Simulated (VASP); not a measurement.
Write the native input for VASP 6.6.1 that does the following.

| Property | Result |
| --- | --- |
| Task | single point |
| Functional | PBE |
| Potentials or basis | VASP PAW PBE potentials, release 64 (Si, C) |
| Cutoff | 520 eV |
| k mesh | 6 × 6 × 6 |
| Occupations | gaussian, width 0.02 eV |
| Spin | no spin polarisation |
| Dipole correction | no |
| Further INCAR settings | ALGO = Normal; EDIFF = 1e-07; NBANDS = 41 |

The structure of Si6C lies in POSCAR:

```
Si6C
1.0
    4.8993769766      2.8286566163      3.0231870276
   -4.8993769766      2.8286566163      3.0231870276
    0.0000000000     -5.6573132326      3.0231870276
Si C
12 2
Direct
    0.3886318800      0.1382129879      0.0130307012
    0.6113681200      0.8617870121      0.9869692988
    0.6153299363      0.7387588364      0.3195468919
    0.3846700637      0.2612411636      0.6804531081
    0.0130307012      0.3886318800      0.1382129879
    0.9869692988      0.6113681200      0.8617870121
    0.3195468919      0.6153299363      0.7387588364
    0.6804531081      0.3846700637      0.2612411636
    0.1382129879      0.0130307012      0.3886318800
    0.8617870121      0.9869692988      0.6113681200
    0.2612411636      0.6804531081      0.3846700637
    0.7387588364      0.3195468919      0.6153299363
    0.9112275420      0.9112275420      0.9112275420
    0.0887724580      0.0887724580      0.0887724580
```

This cell differs from its parent crystal: volume scaled by 1.06, then relaxed in part.

The input as run:

INCAR

```
SYSTEM = Si6C
ALGO = Normal
EDIFF = 1E-7
ENCUT = 520
GGA = PE
ISIF = 2
ISMEAR = 0
LASPH = .True.
LCHARG = .False.
LREAL = .False.
LWAVE = .False.
NBANDS = 41
NELM = 100
PREC = Accurate
SIGMA = 0.02
```

KPOINTS

```
k-points
0
Gamma
  6 6 6
  0 0 0
```

Potentials or basis: VASP PAW PBE potentials, release 64 (Si, C).

The run is started by

```console
$ cat potpaw_PBE.64/Si/POTCAR potpaw_PBE.64/C/POTCAR > POTCAR
$ mpirun -np 1 vasp_std > vasp.out
```

Results of the run:

- Pressure: -5.5 GPa
- Largest force: 0.020 eV/Å
- Band gap on the k mesh: 0.55 eV, indirect (least direct gap 1.20 eV)

Run time: 10 min on 1 thread of Oxide Virtual Turin-like Processor (shared host), peak memory 0.46 GiB.
